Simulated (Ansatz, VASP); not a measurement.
SnSe: VASP beside Ansatz

```
Sn Se
1.0
     0.00000    3.01000    3.01000
     3.01000    0.00000    3.01000
     3.01000    3.01000    0.00000
Sn Se
1 1
Direct
  0.00000 0.00000 0.00000
  0.50000 0.50000 0.50000
```

Alike in both runs: task relaxation of cell and atoms; functional PBEsol; k mesh 6 × 6 × 6; no spin polarisation.

```csv
,VASP,Ansatz
version,VASP 6.6.1,Ansatz 0.2.0
potentials or method,"VASP PAW PBE potentials, release 64 (Sn_d, Se), cutoff 600 eV","plane waves, PAW"
occupations,"gaussian, width 0.01 eV",fixed
valence electrons in the cell,20,30
```

Ansatz gave:

- relaxed volume (Å³/atom): 26.10
- relaxed cell length with the largest relative difference (Å): 4.195

**Question.** What did VASP give for the same quantities?

**Answer.** Relaxed volume (Å³/atom): 26.13; relaxed cell length with the largest relative difference (Å): 4.197.

VASP's potentials were made for PBE, not for PBEsol. VASP's potentials hold 20 valence electrons a cell and Ansatz's 30, so a difference there can come from the potentials and not from the codes.
